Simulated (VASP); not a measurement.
# Mg16Se3S13 (P1) in VASP: single point with HSE06

Aim: the single point of Mg16Se3S13 with HSE06.

Everything below comes from runs of VASP 6.6.1. Logs are shortened: lines on timing, memory, paths and dates and some standing lists are left out, and cuts for length are marked.

## Step 1: The cell of the first run

The typed cell holds 64 atoms: a = 10.469 Å, b = 10.469 Å, c = 10.469 Å, α = 90.00°, β = 90.00°, γ = 90.00°.

## Step 2: Single point, HSE06

File POSCAR:

```
Mg16Se3S13
1.0
   10.4691340000      0.0000000000      0.0000000000
    0.0000000000     10.4691340000      0.0000000000
    0.0000000000      0.0000000000     10.4691340000
S Se Mg
26 6 32
Direct
    0.2506230000      0.0008490000      0.0000970000
    0.2507270000      0.0008380000      0.5002130000
    0.2500200000      0.4993770000      0.9994390000
    0.2500150000      0.4993840000      0.5008450000
    0.7497770000      0.5014570000      0.0000840000
    0.7499190000      0.5015430000      0.5002060000
    0.0024460000      0.2518470000      0.0009500000
    0.0024080000      0.2518910000      0.4993280000
    0.0001130000      0.7483990000      0.0001820000
    0.0000790000      0.7485070000      0.5003280000
    0.4974220000      0.2510790000      0.0001050000
    0.4975230000      0.2510640000      0.5002420000
    0.4998630000      0.7492110000      0.9994100000
    0.4998150000      0.7491640000      0.5009400000
    0.0015620000      0.0000130000      0.2501700000
    0.9997670000      0.4999130000      0.2500560000
    0.0005820000      0.5005910000      0.7501050000
    0.4980850000      0.9999920000      0.2502960000
    0.4971830000      0.9990790000      0.7503420000
    0.4997720000      0.4999670000      0.2502670000
    0.4988110000      0.5007230000      0.7502000000
    0.2499520000      0.2502060000      0.2502600000
    0.2506950000      0.2509110000      0.7501780000
    0.2506240000      0.7489290000      0.7502040000
    0.7498810000      0.7482360000      0.2503240000
    0.7490280000      0.7473790000      0.7503280000
    0.7492920000      0.9989610000      0.0009340000
    0.7493400000      0.9990280000      0.4999000000
    0.0013950000      0.9994270000      0.7502620000
    0.2498180000      0.7498480000      0.2501420000
    0.7497500000      0.2508290000      0.2502650000
    0.7493170000      0.2514070000      0.7503140000
    0.0062330000      0.0000880000      0.0056710000
    0.0063780000      0.0001750000      0.4947360000
    0.0012950000      0.5001530000      0.0011920000
    0.0013710000      0.5002670000      0.4987560000
    0.4937570000      0.0002060000      0.0015730000
    0.4938170000      0.0002220000      0.4989630000
    0.4985310000      0.5001230000      0.0004710000
    0.4985410000      0.5001410000      0.4999820000
    0.2499220000      0.2514160000      0.9989840000
    0.2499290000      0.2514000000      0.5014290000
    0.2499250000      0.7487510000      0.9948370000
    0.2499130000      0.7486910000      0.5054020000
    0.7500240000      0.2568180000      0.0002190000
    0.7500920000      0.2569080000      0.5003850000
    0.7499880000      0.7439530000      0.9991000000
    0.7498750000      0.7440200000      0.5015450000
    0.2509800000      0.0041590000      0.2500220000
    0.2545340000      0.9998170000      0.7500310000
    0.2500500000      0.4959450000      0.2500410000
    0.2508680000      0.5001280000      0.7500980000
    0.7483170000      0.9939950000      0.2504500000
    0.7433240000      0.9926890000      0.7504200000
    0.7495800000      0.5048100000      0.2501280000
    0.7482920000      0.5054250000      0.7500180000
    0.0050940000      0.2511450000      0.2501110000
    0.0062320000      0.2553690000      0.7501760000
    0.9957500000      0.7487510000      0.2502130000
    0.0000810000      0.7447130000      0.7501380000
    0.4947010000      0.2500900000      0.2501500000
    0.4940710000      0.2511090000      0.7501540000
    0.5038520000      0.7497590000      0.2501220000
    0.4995760000      0.7486910000      0.7500900000
```

File INCAR.step1:

```
SYSTEM = Mg16Se3S13
  ALGO = Normal
  EDIFF = 1E-5
  ENCUT = 520
  GGA = PE
  ISIF = 2
  ISMEAR = -1
  LASPH = .TRUE.
  LCHARG = .FALSE.
  LREAL = Auto
  LWAVE = .TRUE.
  NBANDS = 166
  NCORE = 4
  NELM = 100
  PREC = Accurate
  SIGMA = 0.05
```

File INCAR.step2:

```
SYSTEM = Mg16Se3S13
  ALGO = Normal
  EDIFF = 1E-6
  ENCUT = 520
  GGA = PE
  HFSCREEN = 0.2079
  ISIF = 2
  ISMEAR = -1
  ISTART = 1
  LASPH = .TRUE.
  LCHARG = .FALSE.
  LHFCALC = .TRUE.
  LREAL = Auto
  LWAVE = .FALSE.
  NBANDS = 166
  NCORE = 4
  NELM = 100
  PREC = Accurate
  PRECFOCK = Fast
  SIGMA = 0.05
```

File KPOINTS:

```
k-points
0
G
  1 1 1
  0 0 0
```

Potentials or basis: VASP PAW PBE potentials, release 64 (S, Se, Mg).

Run with:

```console
cat potpaw_PBE.64/S/POTCAR potpaw_PBE.64/Se/POTCAR potpaw_PBE.64/Mg/POTCAR > POTCAR
cp INCAR.step1 INCAR
mpirun -np 4 vasp_gam > vasp.out
cp INCAR.step2 INCAR
mpirun -np 4 vasp_gam > vasp.out
```

OUTCAR:

```text
SYSTEM = Mg16Se3S13
   EDIFF = 1E-6
   ENCUT = 520
   GGA = PE
   HFSCREEN = 0.2079
   ISIF = 2
   ISMEAR = -1
   ISTART = 1
   LASPH = .TRUE.
   LHFCALC = .TRUE.
   LREAL = Auto
   NELM = 100
   PREC = Accurate
   PRECFOCK = Fast

 ion  position               nearest neighbor table
   1  0.251  0.001  0.000-  37 2.55  33 2.56  49 2.62  50 2.62  41 2.62  43 2.64
   2  0.251  0.001  0.500-  38 2.54  34 2.56  50 2.62  49 2.62  42 2.62  44 2.64
   3  0.250  0.499  0.999-  41 2.60  39 2.60  35 2.60  52 2.61  43 2.61  51 2.62
   4  0.250  0.499  0.501-  42 2.60  40 2.60  36 2.60  52 2.61  44 2.61  51 2.63
   5  0.750  0.501  0.000-  47 2.54  45 2.56  55 2.62  56 2.62  39 2.63  35 2.63
   6  0.750  0.502  0.500-  48 2.54  46 2.56  56 2.62  55 2.62  40 2.63  36 2.63
[... 46 lines left out ...]
  48  0.750  0.744  0.502-   6 2.54  26 2.60  14 2.62  10 2.62  25 2.63  28 2.67  56 3.61  55 3.63

  49  0.251  0.004  0.250-  22 2.58  18 2.59  15 2.61   1 2.62   2 2.62  30 2.66  33 3.62  34 3.62
                            61 3.62  37 3.64  38 3.64  57 3.65
  50  0.255  1.000  0.750-  19 2.54   2 2.62   1 2.62  24 2.63  23 2.63  29 2.65  38 3.63  37 3.63
                            62 3.63
  51  0.250  0.496  0.250-  22 2.57  20 2.61  16 2.62   3 2.62   4 2.63  30 2.66  57 3.63  61 3.63

  52  0.251  0.500  0.750-  21 2.60  24 2.60  23 2.61   4 2.61   3 2.61  17 2.62  58 3.62  62 3.64
                            44 3.65  43 3.65
  53  0.748  0.994  0.250-  25 2.57  28 2.61  27 2.61  18 2.62  15 2.65  31 2.69  63 3.62  59 3.65
[... 15 lines left out ...]
  62  0.494  0.251  0.750-  23 2.55  21 2.61  12 2.62  11 2.62  19 2.64  32 2.67  50 3.63  52 3.64
                            42 3.65  41 3.65
  63  0.504  0.750  0.250-  25 2.58  20 2.62  18 2.62  13 2.63  14 2.63  30 2.66  53 3.62  55 3.63

  64  0.500  0.749  0.750-  21 2.60  24 2.61  14 2.61  13 2.61  26 2.61  19 2.62  54 3.61  56 3.64

  LATTYP: Found a simple cubic cell.
 ALAT       =    10.4691340000

  Lattice vectors:

 A1 = (  10.4691340000,   0.0000000000,   0.0000000000)
 A2 = (   0.0000000000,  10.4691340000,   0.0000000000)
 A3 = (   0.0000000000,   0.0000000000,  10.4691340000)

Analysis of symmetry for initial positions (statically):
=====================================================================
 Subroutine PRICEL returns:
 Original cell was already a primitive cell.

 Routine SETGRP: Setting up the symmetry group for a
 simple cubic supercell.

 Subroutine GETGRP returns: Found  1 space group operations
 (whereof  1 operations were pure point group operations)
 out of a pool of 48 trial point group operations.

The static configuration has the point symmetry C_1 .

Analysis of symmetry for dynamics (positions and initial velocities):
=====================================================================
 Subroutine PRICEL returns:
[... 229 lines left out ...]
     AMIX_MAG =   1.60;   BMIX_MAG =  1.00
  volume/ion in A,a.u.               =      17.93       120.99
  Fermi-wavevector in a.u.,A,eV,Ry     =   0.992912  1.876331 13.413631  0.985874
  Thomas-Fermi vector in A             =   2.124757
   LORBIT       =      0    0 simple, 1 ext, 2 COOP (PROOUT), +10 PAW based schemes
   GGA     = PE    functional components
   LHFCALC =     T    Hartree Fock is set to
   PRECFOCK=fast      Normal, Fast or Accurate (Low or Medium for compatibility)
   ENCUT4O =  -1.0   cutoff for four orbital integrals eV
   NKREDX  =     1    reduce k-point grid by
   NKREDY  =     1    reduce k-point grid by
   NKREDZ  =     1    reduce k-point grid by
   AEXX    =    0.2500 exact exchange contribution
   HFSCREEN=    0.2079 screening length (either q_TF or 0.3 A-1)
   HFSCREENC=   0.2079 screening length for correlation (either q_TF or 0.3 A-1)
   ENCUTFOCK=  -1.0 apply spherical cutoff to Coloumb kernel
   IVDW    =     0    specifies the selected vdW correction
   LEPSILON=     F    determine dielectric tensor
   LRPA    =     F    only Hartree local field effects (RPA)
 non-spin polarized calculation
  energy-cutoff  :      520.00
  volume of cell :     1147.45
 maximum number of plane-waves:     15516
 NGX is ok and might be reduce to    80
  NGX = 40; NGY = 40; NGZ = 40

 number of electron     256.0000041 magnetization

 Free energy of the ion-electron system (eV)
  ---------------------------------------------------
  ext. energy  EPLUGINS =         0.00000000
  ---------------------------------------------------
  free energy    TOTEN  =      -308.00463879 eV

  energy without entropy =     -308.00463879  energy(sigma->0) =     -308.00463879

 E-fermi :   4.4303     XC(G=0):  -8.0423

 val. band max:        3.1451539167   @ k =   0.0000   0.0000   0.0000
 cond. band min:       6.5821454280   @ k =   0.0000   0.0000   0.0000
 fundamental gap:      3.4369915113
 Fermi energy:         4.4302732270

 k-point     1 :       0.0000    0.0000    0.0000
  band No.  band energies     occupation
      1     -10.9847      2.00000
      2     -10.2496      2.00000
      3     -10.2157      2.00000
      4     -10.1814      2.00000
      5     -10.1690      2.00000
      6     -10.1524      2.00000
[... 132 lines left out ...]
    139       8.5334      0.00000
    140       8.9535      0.00000
 [bands above 140 left out]

------------------------ aborting loop because EDIFF is reached ----------------------------------------

  FORCE on cell =-STRESS in cart. coord.  units (eV):
  Direction    XX          YY          ZZ          XY          YZ          ZX
  --------------------------------------------------------------------------------------
  -------------------------------------------------------------------------------------
  Total        4.0324198      4.0758596      4.5034014      0.0936627     -0.0094733     -0.0070234
  in kB        5.6304622      5.6911171      6.2880931      0.1307811     -0.0132276     -0.0098068
  external PRESSURE =       5.8698908 kB  Pullay stress =       0.0000000 kB

 VOLUME and BASIS-vectors are now :
 -----------------------------------------------------------------------------
  energy-cutoff  :      520.00
  volume of cell :     1147.45
      direct lattice vectors                 reciprocal lattice vectors
    10.469134000  0.000000000  0.000000000     0.095518884  0.000000000  0.000000000
     0.000000000 10.469134000  0.000000000     0.000000000  0.095518884  0.000000000
     0.000000000  0.000000000 10.469134000     0.000000000  0.000000000  0.095518884

 POSITION                                       TOTAL-FORCE (eV/Angst)
 -----------------------------------------------------------------------------------
      2.62381      0.00889      0.00102         0.006718      0.003904      0.003142
      2.62489      0.00877      5.23680         0.002136      0.003261     -0.002590
      2.61749      5.22804     10.46326        -0.001799      0.000860     -0.008095
      2.61744      5.22812      5.24341        -0.002484      0.001010      0.005834
      7.84952      5.24982      0.00088         0.000649      0.015215      0.008728
      7.85100      5.25072      5.23672        -0.004751      0.013793     -0.005786
[... 56 lines left out ...]
      5.27489      7.84933      2.61856        -0.009310     -0.002055      0.000388
      5.23013      7.83815      7.85279        -0.001565     -0.004011      0.004512
 -----------------------------------------------------------------------------------
    total drift:                               -0.037127     -0.012169      0.022650

  FREE ENERGIE OF THE ION-ELECTRON SYSTEM (eV)
  ---------------------------------------------------
  free  energy   TOTEN  =      -308.0046387888 eV

  energy  without entropy=     -308.0046387888  energy(sigma->0) =     -308.00463879
```

Run time: 10 min. Hardware: 4 MPI ranks of Oxide Virtual Turin-like, shared host; peak memory 0.48 GiB.

Results:

```
Free energy            : -308.0046 eV
Pressure               : 0.6 GPa
Largest force          : 0.041 eV/Å
Band gap on the k mesh : 3.44 eV
```

Forces in eV/Å, atoms in the order of the input:
```
S    0.007  0.004  0.003
S    0.002  0.003 -0.003
S   -0.002  0.001 -0.008
S   -0.002  0.001  0.006
S    0.001  0.015  0.009
S   -0.005  0.014 -0.006
S    0.019  0.014  0.010
S    0.022  0.011 -0.006
S   -0.010 -0.019 -0.004
S   -0.006 -0.020 -0.008
S   -0.016  0.001  0.007
S   -0.019  0.004 -0.002
S    0.000 -0.007 -0.003
S    0.003 -0.003  0.005
S    0.012 -0.003  0.003
S    0.005  0.009  0.002
S    0.012  0.012  0.000
S   -0.011 -0.004 -0.005
S   -0.004 -0.009 -0.007
S    0.003  0.004 -0.004
S    0.001  0.007 -0.004
S    0.003  0.000 -0.004
S    0.001  0.005 -0.003
S    0.006 -0.002 -0.005
S   -0.005 -0.008 -0.004
S   -0.009 -0.009 -0.005
Se  -0.009 -0.024  0.010
Se  -0.020 -0.033 -0.013
Se   0.029 -0.016  0.002
Se  -0.011 -0.010  0.012
Se  -0.005  0.026  0.008
Se  -0.015  0.030  0.000
Mg   0.007  0.006 -0.006
Mg   0.003  0.006  0.006
Mg   0.006 -0.003  0.008
Mg   0.006 -0.006  0.000
Mg  -0.002  0.001  0.002
Mg  -0.001  0.002 -0.004
Mg  -0.006 -0.001 -0.001
Mg  -0.006 -0.004 -0.002
Mg  -0.001  0.004 -0.008
Mg   0.000  0.006  0.005
Mg   0.000 -0.008  0.007
Mg   0.000 -0.007 -0.003
Mg   0.004  0.004 -0.007
Mg   0.003  0.001  0.003
Mg   0.003  0.003 -0.013
Mg   0.007  0.004  0.009
Mg   0.003 -0.009  0.004
Mg  -0.003  0.000  0.005
Mg   0.001  0.009  0.002
Mg   0.006 -0.001  0.001
Mg  -0.002  0.011 -0.004
Mg   0.008  0.002 -0.002
Mg   0.000 -0.010  0.000
Mg  -0.001 -0.007  0.006
Mg  -0.008  0.004  0.001
Mg  -0.005 -0.004 -0.001
Mg   0.011 -0.004 -0.001
Mg  -0.005  0.008  0.003
Mg   0.008  0.003  0.001
Mg   0.000  0.006  0.001
Mg  -0.009 -0.002  0.000
Mg  -0.002 -0.004  0.005
```

Levels at points of the mesh, in eV from the valence-band top:
```tsv
k point	band 125	band 126	band 127	band 128	band 129	band 130	band 131	band 132
(0.00, 0.00, 0.00)	-0.49	-0.05	-0.03	0.00	3.44	3.47	3.51	4.56
```

Caveat: the k points lie up to 0.60 Å⁻¹ apart; the PAW data sets were made with another functional, which shifts forces and pressure a little. A k mesh can miss the band edges.
